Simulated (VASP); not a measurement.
A run of VASP 6.6.1 is set up as follows.

Contents of POSCAR:

```
Ta
1.0
   -1.6622159478      1.6622159478      1.6622159478
    1.6622159478     -1.6622159478      1.6622159478
    1.6622159478      1.6622159478     -1.6622159478
Ta
1
Direct
    0.0000000000      0.0000000000      0.0000000000
```

File INCAR.step1:

```
SYSTEM = Ta
PREC = Accurate ; ENCUT = 520
EDIFF = 1E-5 ; ISMEAR = -1
SIGMA = 0.05 ; LREAL = .FALSE.
LASPH = .TRUE. ; NELM = 60
ALGO = Normal ; ISIF = 2
LWAVE = .TRUE. ; LCHARG = .FALSE.
NBANDS = 12 ; GGA = PE
```

Contents of INCAR.step2:

```
SYSTEM = Ta
PREC = Accurate ; ENCUT = 520
EDIFF = 1E-7 ; ISMEAR = -1
SIGMA = 0.05 ; LREAL = .FALSE.
LASPH = .TRUE. ; NELM = 60
ALGO = Normal ; ISIF = 2
LWAVE = .FALSE. ; LCHARG = .FALSE.
METAGGA = R2SCAN ; LHFCALC = .TRUE.
AEXX = 0.5 ; LMIXTAU = .TRUE.
PRECFOCK = Normal ; NBANDS = 12
ISTART = 1
```

KPOINTS

```
regular mesh
0
G
  6 6 6
  0 0 0
```

Potentials or basis: VASP PAW PBE potentials, release 64 (Ta_pv).

Command:

```bash
$ cat potpaw_PBE.64/Ta_pv/POTCAR > POTCAR
$ cp INCAR.step1 INCAR
$ mpirun -np 1 vasp_std > vasp.out
$ cp INCAR.step2 INCAR
$ mpirun -np 1 vasp_std > vasp.out
```

Estimate the band gap on the k mesh.

zero (an odd number of electrons rules out a gap without spin polarisation).

Estimate the pressure.

-5.5 GPa.

Caveat: the k points lie up to 0.45 Å⁻¹ apart, too coarse for converged energies and pressures of a metal; the PAW data sets were made with another functional, which shifts forces and pressure a little; spin-orbit coupling is left out, which moves the levels of the heavy elements.
